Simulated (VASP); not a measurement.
A run of VASP 6.6.1 is set up as follows.

File INCAR:

```
SYSTEM = CdS
PREC = Accurate
ENCUT = 520
EDIFF = 1E-6
ISMEAR = -1
SIGMA = 0.05
LREAL = .FALSE.
LASPH = .TRUE.
NELM = 80
ALGO = Normal
ISIF = 2
LWAVE = .FALSE.
LCHARG = .FALSE.
GGA = RP
NBANDS = 16
```

Contents of KPOINTS:

```
regular mesh
0
G
  8 8 8
  0 0 0
```

The input POSCAR:

```
CdS
1.0
    0.0000000000      2.7532440000      2.7532440000
    2.7532440000      0.0000000000      2.7532440000
    2.7532440000      2.7532440000      0.0000000000
Cd S
1 1
Direct
    0.0000000000      0.0000000000      0.0000000000
    0.5000000000      0.5000000000      0.5000000000
```

Potentials or basis: VASP PAW PBE potentials, release 64 (Cd, S).

The run is started by

```bash
$ cat potpaw_PBE.64/Cd/POTCAR potpaw_PBE.64/S/POTCAR > POTCAR
$ mpirun -np 1 vasp_std > vasp.out
```

Q: What does it give for the pressure?

A: 2.5 GPa.

Q: Estimate the band gap on the k mesh.

A: 0.37 eV, indirect (least direct gap 1.66 eV).

Caveat: the PAW data sets were made with another functional, which shifts forces and pressure a little. A k mesh can miss the band edges.
